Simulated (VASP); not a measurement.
Here is a VASP 6.6.1 calculation.

The input INCAR:

```
SYSTEM = Te
ALGO = Normal
EDIFF = 1E-6
ENCUT = 500
GGA = PE
GGA_COMPAT = .False.
ISIF = 2
ISMEAR = -1
LASPH = .True.
LCHARG = .False.
LREAL = .False.
LWAVE = .False.
NBANDS = 13
NELM = 120
PREC = Accurate
SIGMA = 0.1
```

File KPOINTS:

```
k-points
0
Gamma
  9 9 9
  0 0 0
```

The input POSCAR:

```
Te
1.0
    0.0000000000      3.5448612378      3.5448612378
    3.5448612378      0.0000000000      3.5448612378
    3.5448612378      3.5448612378      0.0000000000
Te
2
Direct
    0.1250000000      0.1250000000      0.1250000000
    0.8750000000      0.8750000000      0.8750000000
```

Potentials or basis: VASP PAW PBE potentials, release 64 (Te).

Run with:

```bash
$ cat potpaw_PBE.64/Te/POTCAR > POTCAR
$ mpirun -np 1 vasp_std > vasp.out
```

Question: Predict the pressure.

Answer: 1.2 GPa.

Question: Predict the band gap on the k mesh.

Answer: Zero (bands 6 and 7 overlap by 0.94 eV).

Caveat: spin-orbit coupling is left out, which moves the levels of the heavy elements.
